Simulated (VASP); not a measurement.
# Li2Cu5 (P4/mbm) in VASP: notebook

The runs below take Li2Cu5 through single point, relaxation of the atoms, with PBE.

Program: VASP 6.6.1. These are calculated values, not measurements. Logs are shortened: lines on timing, memory, paths and dates and some standing lists are left out, and cuts for length are marked.

### 1 The cell of the first run

The structure is tetragonal, space group P4/mbm (No. 127). Conventional cell: a = 8.455 Å, b = 8.455 Å, c = 2.572 Å, α = 90.00°, β = 90.00°, γ = 90.00°. Within 3.3 Å of Cu (site symmetry m) lie 6 Cu at 2.53 to 2.83 Å and 4 Li at 2.55 to 2.58 Å. Within 3.3 Å of Cu (site symmetry mmm) lie 6 Cu at 2.53 to 2.57 Å and 4 Li at 2.54 Å. Li (site symmetry m2m) has 10 Cu at 2.54 to 2.58 Å and 2 Li at 2.57 Å within 3.4 Å.

### 2 Single point, PBE

INCAR reads:

```
PREC = Accurate
ENCUT = 520
EDIFF = 1E-6
ISMEAR = -1
SIGMA = 0.0913
LREAL = False
LASPH = True
NELM = 100
ALGO = Normal
ISIF = 2
LWAVE = False
LCHARG = False
GGA = PE
NBANDS = 74
```

KPOINTS reads:

```
regular mesh
0
Gamma
  3 3 10
```

POSCAR reads:

```
Li2Cu5
1.0
    8.4554445800      0.0000000000      0.0000000000
    0.0000000000      8.4554445800      0.0000000000
    0.0000000000      0.0000000000      2.5718573700
Cu Li
10 4
Direct
    0.2940526902      0.4430188859      0.0000000000
    0.5569811141      0.2940526902      0.0000000000
    0.7059473098      0.5569811141      0.0000000000
    0.4430188859      0.7059473098      0.0000000000
    0.7940526902      0.0569811141      0.0000000000
    0.0569811141      0.2059473098      0.0000000000
    0.2059473098      0.9430188859      0.0000000000
    0.9430188859      0.7940526902      0.0000000000
    0.0000000000      0.5000000000      0.0000000000
    0.5000000000      0.0000000000      0.0000000000
    0.1835733395      0.6835733395      0.5000000000
    0.3164266605      0.1835733395      0.5000000000
    0.8164266605      0.3164266605      0.5000000000
    0.6835733395      0.8164266605      0.5000000000
```

Potentials or basis: VASP PAW PBE potentials, release 64 (Cu, Li_sv).

The run is started by

```sh
$ cat potpaw_PBE.64/Cu/POTCAR potpaw_PBE.64/Li_sv/POTCAR > POTCAR
$ mpirun -np 1 vasp_std > vasp.out
```

OUTCAR:

```text
PREC = Accurate
   ENCUT = 520
   EDIFF = 1E-6
   ISMEAR = -1
   LREAL = False
   LASPH = True
   NELM = 100
   ISIF = 2
   GGA = PE

 ion  position               nearest neighbor table
   1  0.294  0.443  0.000-   9 2.53  12 2.55  12 2.55   4 2.56   2 2.56  11 2.58  11 2.58
   2  0.557  0.294  0.000-  10 2.53  13 2.55  13 2.55   3 2.56   1 2.56  12 2.58  12 2.58
   3  0.706  0.557  0.000-   9 2.53  14 2.55  14 2.55   4 2.56   2 2.56  13 2.58  13 2.58
   4  0.443  0.706  0.000-  10 2.53  11 2.55  11 2.55   3 2.56   1 2.56  14 2.58  14 2.58
   5  0.794  0.057  0.000-  10 2.53  13 2.55  13 2.55   8 2.56   6 2.56  14 2.58  14 2.58
   6  0.057  0.206  0.000-   9 2.53  12 2.55  12 2.55   7 2.56   5 2.56  13 2.58  13 2.58
   7  0.206  0.943  0.000-  10 2.53  11 2.55  11 2.55   8 2.56   6 2.56  12 2.58  12 2.58
   8  0.943  0.794  0.000-   9 2.53  14 2.55  14 2.55   7 2.56   5 2.56  11 2.58  11 2.58
   9  0.000  0.500  0.000-   1 2.53   3 2.53   6 2.53   8 2.53  11 2.54  13 2.54  11 2.54  13 2.54

  10  0.500  0.000  0.000-   2 2.53   4 2.53   5 2.53   7 2.53  12 2.54  14 2.54  12 2.54  14 2.54

  11  0.184  0.684  0.500-   9 2.54   9 2.54   4 2.55   4 2.55   7 2.55   7 2.55   8 2.58   1 2.58
                             8 2.58   1 2.58
  12  0.316  0.184  0.500-  10 2.54  10 2.54   1 2.55   1 2.55   6 2.55   6 2.55   2 2.58   2 2.58
                             7 2.58   7 2.58
  13  0.816  0.316  0.500-   9 2.54   9 2.54   2 2.55   2 2.55   5 2.55   5 2.55   3 2.58   3 2.58
                             6 2.58   6 2.58
  14  0.684  0.816  0.500-  10 2.54  10 2.54   3 2.55   3 2.55   8 2.55   8 2.55   4 2.58   5 2.58
                             5 2.58   4 2.58

  LATTYP: Found a simple tetragonal cell.
 ALAT       =     8.4554445800
 C/A-ratio  =     0.3041658361

  Lattice vectors:

 A1 = (   8.4554445800,   0.0000000000,   0.0000000000)
 A2 = (   0.0000000000,   8.4554445800,   0.0000000000)
 A3 = (   0.0000000000,   0.0000000000,   2.5718573700)

Analysis of symmetry for initial positions (statically):
=====================================================================
 Subroutine PRICEL returns:
 Original cell was already a primitive cell.

 Routine SETGRP: Setting up the symmetry group for a
 simple tetragonal supercell.

 Subroutine GETGRP returns: Found 16 space group operations
 (whereof  8 operations were pure point group operations)
 out of a pool of 16 trial point group operations.

The static configuration has the point symmetry C_4h.
 The point group associated with its full space group is D_4h.

Analysis of symmetry for dynamics (positions and initial velocities):
=====================================================================
 Subroutine PRICEL returns:
 Original cell was already a primitive cell.

 Routine SETGRP: Setting up the symmetry group for a
 simple tetragonal supercell.

 Subroutine GETGRP returns: Found 16 space group operations
 (whereof  8 operations were pure point group operations)
 out of a pool of 16 trial point group operations.

The dynamic configuration has the point symmetry C_4h.
 The point group associated with its full space group is D_4h.

 Subroutine INISYM returns: Found 16 space group operations
 (whereof  8 operations are pure point group operations),
 and found     1 'primitive' translations

----------------------------------------------------------------------------------------

                                     Primitive cell

  volume of cell :     183.8738

  direct lattice vectors                    reciprocal lattice vectors
     8.455444580  0.000000000  0.000000000     0.118266992  0.000000000  0.000000000
     0.000000000  8.455444580  0.000000000     0.000000000  0.118266992  0.000000000
     0.000000000  0.000000000  2.571857370     0.000000000  0.000000000  0.388824051

  length of vectors
     8.455444580  8.455444580  2.571857370     0.118266992  0.118266992  0.388824051

  position of ions in fractional coordinates (direct lattice)
     0.294052690  0.443018886  0.000000000
     0.556981114  0.294052690  0.000000000
     0.705947310  0.556981114  0.000000000
     0.443018886  0.705947310  0.000000000
     0.794052690  0.056981114  0.000000000
[... 37 lines left out ...]
  Cartesian coordinates                     Fractional coordinates (reciprocal lattice)
     0.039422331  0.000000000  0.000000000     0.333333333  0.000000000  0.000000000
     0.000000000  0.039422331  0.000000000     0.000000000  0.333333333  0.000000000
     0.000000000  0.000000000  0.038882405     0.000000000  0.000000000  0.100000000

  Length of vectors
     0.039422331  0.039422331  0.038882405

  Shift w.r.t. Gamma in fractional coordinates (k-lattice)
     0.000000000  0.000000000  0.000000000

 Subroutine IBZKPT returns following result:
 ===========================================

 Found     18 irreducible k-points:

 Following reciprocal coordinates:
            Coordinates               Weight
  0.000000  0.000000  0.000000      1.000000
  0.333333  0.000000  0.000000      4.000000
  0.333333  0.333333  0.000000      4.000000
  0.000000  0.000000  0.100000      2.000000
  0.333333  0.000000  0.100000      8.000000
  0.333333  0.333333  0.100000      8.000000
[... 10 lines left out ...]
  0.333333  0.000000  0.500000      4.000000
  0.333333  0.333333  0.500000      4.000000
   k-points           NKPTS =     18   k-points in BZ     NKDIM =     18   number of bands    NBANDS=     74
   number of dos      NEDOS =    301   number of ions     NIONS =     14
   total plane-waves  NPLWV =  81920
   dimension x,y,z NGX =    64 NGY =   64 NGZ =   20
   dimension x,y,z NGXF=   128 NGYF=  128 NGZF=   40
   ions per type =              10   4
   NGX,Y,Z   is equivalent  to a cutoff of  12.58, 12.58, 12.93 a.u.
   NGXF,Y,Z  is equivalent  to a cutoff of  25.17, 25.17, 25.86 a.u.
 SYSTEM =  unknown system
   PREC   = accura    normal or accurate (medium, high low for compatibility)
   ISTART =      0    job   : 0-new  1-cont  2-samecut
   ICHARG =      2    charge: 1-file 2-atom 10-const
   ISPIN  =      1    spin polarized calculation?
   LNONCOLLINEAR =      F non collinear calculations
   LSORBIT =      F    spin-orbit coupling
   LASPH  =      T    aspherical Exc in radial PAW
   ENCUT  =  520.0 eV  38.22 Ry    6.18 a.u.  15.72 15.72  4.78*2*pi/ulx,y,z
   NELM   =    100;   NELMIN=  2; NELMDL= -5     # of ELM steps
   EDIFF  = 0.1E-05   stopping-criterion for ELM
   LREAL  =      F    real-space projection
   EDIFFG = 0.1E-04   stopping-criterion for IOM
   NSW    =      0    number of steps for IOM
   IBRION =     -1    ionic relax: 0-MD 1-quasi-New 2-CG
   NFREE  =      0    steps in history (QN), initial steepest desc. (CG)
   ISIF   =      2    stress and relaxation
   ISYM   =      2    0-nonsym 1-usesym 2-fastsym
   POTIM  = 0.5000    time-step for ionic-motion
   TEBEG  =    0.0;   TEEND  =   0.0 temperature during run
   PSTRESS=    0.0 pullay stress
   NELECT =     122.0000    total number of electrons
   NUPDOWN=      -1.0000    fix difference up-down
   EMIN   =  10.00;   EMAX   =-10.00  energy-range for DOS
   EFERMI =   0.00;   METHOD = LEGACY
   ISMEAR =    -1;   SIGMA  =   0.09  broadening in eV -4-tet -1-fermi 0-gaus
   EFERMI_NEDOS =   21; number of points for ismear=-14 and -15
   IALGO  =     38    algorithm
   IMIX   =      4    mixing-type and parameters
     AMIX     =   0.40;   BMIX     =  1.00
     AMIX_MAG =   1.60;   BMIX_MAG =  1.00
  volume/ion in A,a.u.               =      13.13        88.63
  Fermi-wavevector in a.u.,A,eV,Ry     =   1.427868  2.698280 27.739669  2.038808
  Thomas-Fermi vector in A             =   2.547992
   LORBIT       =      0    0 simple, 1 ext, 2 COOP (PROOUT), +10 PAW based schemes
   GGA     = PE    functional components
   LHFCALC =     F    Hartree Fock is set to
   AEXX    =    0.0000 exact exchange contribution
   IVDW    =     0    specifies the selected vdW correction
   LEPSILON=     F    determine dielectric tensor
   LRPA    =     F    only Hartree local field effects (RPA)
 non-spin polarized calculation
  energy-cutoff  :      520.00
  volume of cell :      183.87
 maximum number of plane-waves:      5001
 NGX is ok and might be reduce to    64
   NGX = 31   NGY = 31   NGZ =  9

 number of electron     121.9999945 magnetization

 Free energy of the ion-electron system (eV)
  ---------------------------------------------------
  ext. energy  EPLUGINS =         0.00000000
  ---------------------------------------------------
  free energy    TOTEN  =       -42.82611847 eV

  energy without entropy =      -42.72688953  energy(sigma->0) =      -42.77650400

 E-fermi :   4.9563     XC(G=0): -11.0005

 val. band max:        4.9410593798   @ k =   0.3333   0.3333   0.0000
 cond. band min:       5.0026632521   @ k =   0.3333   0.0000   0.5000
 fundamental gap:      0.0616038723
 Fermi energy:         4.9563287357

 k-point     1 :       0.0000    0.0000    0.0000
  band No.  band energies     occupation
      1     -40.3077      2.00000
      2     -40.3072      2.00000
      3     -40.3072      2.00000
      4     -40.3071      2.00000
      5      -2.3912      2.00000
      6      -1.0392      2.00000
[... 1357 lines left out ...]
     72       9.3770      0.00000
     73       9.6753      0.00000
 [bands above 73 left out]

------------------------ aborting loop because EDIFF is reached ----------------------------------------

  FORCE on cell =-STRESS in cart. coord.  units (eV):
  Direction    XX          YY          ZZ          XY          YZ          ZX
  --------------------------------------------------------------------------------------
  -------------------------------------------------------------------------------------
  Total       -1.0610844     -1.0610844     -3.0182534      0.0000000      0.0000000      0.0000000
  in kB       -9.2457204     -9.2457204    -26.2994405      0.0000000      0.0000000      0.0000000
  external PRESSURE =     -14.9302938 kB  Pullay stress =       0.0000000 kB

 VOLUME and BASIS-vectors are now :
 -----------------------------------------------------------------------------
  energy-cutoff  :      520.00
  volume of cell :      183.87
      direct lattice vectors                 reciprocal lattice vectors
     8.455444580  0.000000000  0.000000000     0.118266992  0.000000000  0.000000000
     0.000000000  8.455444580  0.000000000     0.000000000  0.118266992  0.000000000
     0.000000000  0.000000000  2.571857370     0.000000000  0.000000000  0.388824051

 POSITION                                       TOTAL-FORCE (eV/Angst)
 -----------------------------------------------------------------------------------
      2.48635      3.74592      0.00000         0.009989      0.007322     -0.000000
      4.70952      2.48635      0.00000        -0.007322      0.009989     -0.000000
      5.96910      4.70952      0.00000        -0.009989     -0.007322     -0.000000
      3.74592      5.96910      0.00000         0.007322     -0.009989      0.000000
      6.71407      0.48180      0.00000         0.009989     -0.007322     -0.000000
      0.48180      1.74138      0.00000        -0.007322     -0.009989     -0.000000
      1.74138      7.97364      0.00000        -0.009989      0.007322      0.000000
      7.97364      6.71407      0.00000         0.007322      0.009989      0.000000
      0.00000      4.22772      0.00000         0.000000      0.000000     -0.000000
      4.22772      0.00000      0.00000         0.000000      0.000000     -0.000000
      1.55219      5.77992      1.28593         0.007165      0.007165     -0.000000
      2.67553      1.55219      1.28593        -0.007165      0.007165     -0.000000
      6.90325      2.67553      1.28593        -0.007165     -0.007165      0.000000
      5.77992      6.90325      1.28593         0.007165     -0.007165      0.000000
 -----------------------------------------------------------------------------------
    total drift:                               -0.000000     -0.000000      0.000000

  FREE ENERGIE OF THE ION-ELECTRON SYSTEM (eV)
  ---------------------------------------------------
  free  energy   TOTEN  =       -42.8261184661 eV

  energy  without entropy=      -42.7268895279  energy(sigma->0) =      -42.77650400
```

Run time: 2.9 min. Hardware: 1 thread of Intel Xeon 6975P-C (Granite Rapids), shared host; peak memory 0.38 GiB.

What came out:

```
Free energy            : -42.8261 eV
Largest force          : 0.012 eV/Å
Band gap on the k mesh : zero (band 61 reaches 5.98 eV, above the bottom of band 62 at 3.50 eV)
```

Forces on the atoms (eV/Å):
```
Cu   0.010  0.007  0.000
Cu  -0.007  0.010  0.000
Cu  -0.010 -0.007  0.000
Cu   0.007 -0.010  0.000
Cu   0.010 -0.007  0.000
Cu  -0.007 -0.010  0.000
Cu  -0.010  0.007  0.000
Cu   0.007  0.010  0.000
Cu   0.000  0.000  0.000
Cu   0.000  0.000  0.000
Li   0.007  0.007  0.000
Li  -0.007  0.007  0.000
Li  -0.007 -0.007  0.000
Li   0.007 -0.007  0.000
```

Caveat: the cutoff is under 1.25 times the usual one of these potentials, so pressure, stress and relaxed cells hold a basis-set (Pulay) error.

### 3 Relaxation of the atoms, PBE

INCAR reads:

```
  PREC = Accurate
  ENCUT = 520
  EDIFF = 1E-7
  ISMEAR = -1
  SIGMA = 0.0913
  LREAL = F
  LASPH = T
  NELM = 100
  ALGO = Normal
  ISIF = 2
  LWAVE = F
  LCHARG = F
  GGA = PE
  IBRION = 2
  NSW = 100
  EDIFFG = -0.01
```

KPOINTS is that of step 2.

POSCAR reads:

```
Li2Cu5
1.0
    8.4554445800      0.0000000000      0.0000000000
    0.0000000000      8.4554445800      0.0000000000
    0.0000000000      0.0000000000      2.5718573700
Cu Li
10 4
Direct
    0.2954000000      0.4324000000      0.0000000000
    0.5676000000      0.2954000000      0.0000000000
    0.7046000000      0.5676000000      0.0000000000
    0.4324000000      0.7046000000      0.0000000000
    0.7954000000      0.0676000000      0.0000000000
    0.0676000000      0.2046000000      0.0000000000
    0.2046000000      0.9324000000      0.0000000000
    0.9324000000      0.7954000000      0.0000000000
    0.0000000000      0.5000000000      0.0000000000
    0.5000000000      0.0000000000      0.0000000000
    0.1720000000      0.6720000000      0.5000000000
    0.3280000000      0.1720000000      0.5000000000
    0.8280000000      0.3280000000      0.5000000000
    0.6720000000      0.8280000000      0.5000000000
```

Potentials or basis: VASP PAW PBE potentials, release 64 (Cu, Li_sv).

The run is started by

```sh
$ cat potpaw_PBE.64/Cu/POTCAR potpaw_PBE.64/Li_sv/POTCAR > POTCAR
$ mpirun -np 1 vasp_std > vasp.out
```

Wall time 20 min (1 thread of Intel Xeon 6975P-C (Granite Rapids), shared host); peak memory 0.38 GiB.

Results (log left out):

| Quantity | Value |
| --- | --- |
| Free energy | -42.8265 eV |
| Energy gained by relaxing | 8.0 meV/atom |
| Ionic steps | 10 |
| Largest force after relaxing | 0.004 eV/Å |
| Band gap on the k mesh | zero (band 61 reaches 5.98 eV, above the bottom of band 62 at 3.50 eV) |

Forces in eV/Å, atoms in the order of the input:
```
Cu  -0.002  0.000  0.000
Cu   0.000 -0.002  0.000
Cu   0.002  0.000  0.000
Cu   0.000  0.002  0.000
Cu  -0.002  0.000  0.000
Cu   0.000  0.002  0.000
Cu   0.002  0.000  0.000
Cu   0.000 -0.002  0.000
Cu   0.000  0.000  0.000
Cu   0.000  0.000  0.000
Li   0.003  0.003  0.000
Li  -0.003  0.003  0.000
Li  -0.003 -0.003  0.000
Li   0.003 -0.003  0.000
```

The path:
| step | energy change (eV) | largest force (eV/Å) | pressure (GPa) |
| --- | --- | --- | --- |
| 1 | 0.0000 | 0.2994 | -1.82 |
| 2 | -0.0187 | 0.2446 | -1.87 |
| 3 | -0.0583 | 0.1286 | -1.83 |
| 4 | -0.0690 | 0.2053 | -1.78 |
| 5 | -0.0750 | 0.1732 | -1.83 |
| 6 | -0.0974 | 0.1028 | -1.77 |
| 7 | -0.1104 | 0.0304 | -1.70 |
| 8 | -0.1107 | 0.0314 | -1.67 |
| 9 | -0.1115 | 0.0118 | -1.62 |
| 10 | -0.1117 | 0.0041 | -1.66 |

Final structure:
```
CELL_PARAMETERS angstrom
8.45544 0.00000 0.00000
0.00000 8.45544 0.00000
0.00000 0.00000 2.57186
ATOMIC_POSITIONS crystal
Cu 0.29432 0.44366 0.00000
Cu 0.55634 0.29432 0.00000
Cu 0.70568 0.55634 0.00000
Cu 0.44366 0.70568 0.00000
Cu 0.79432 0.05634 0.00000
Cu 0.05634 0.20568 0.00000
Cu 0.20568 0.94366 0.00000
Cu 0.94366 0.79432 0.00000
Cu 0.00000 0.50000 0.00000
Cu 0.50000 0.00000 0.00000
Li 0.18407 0.68407 0.50000
Li 0.31593 0.18407 0.50000
Li 0.81593 0.31593 0.50000
Li 0.68407 0.81593 0.50000
```

Levels at points of the mesh, in eV from the Fermi level:
```csv
k point,band 59,band 60,band 61,band 62,band 63,band 64
"(0.00, 0.00, 0.00)",-1.74,-1.50,-1.46,-1.46,-1.34,0.46
"(0.00, 0.00, 0.50)",0.55,0.61,0.78,1.52,1.52,1.66
```

Caveat: the cutoff is under 1.25 times the usual one of these potentials, so pressure, stress and relaxed cells hold a basis-set (Pulay) error.

(Continued in part 2 of 2.)
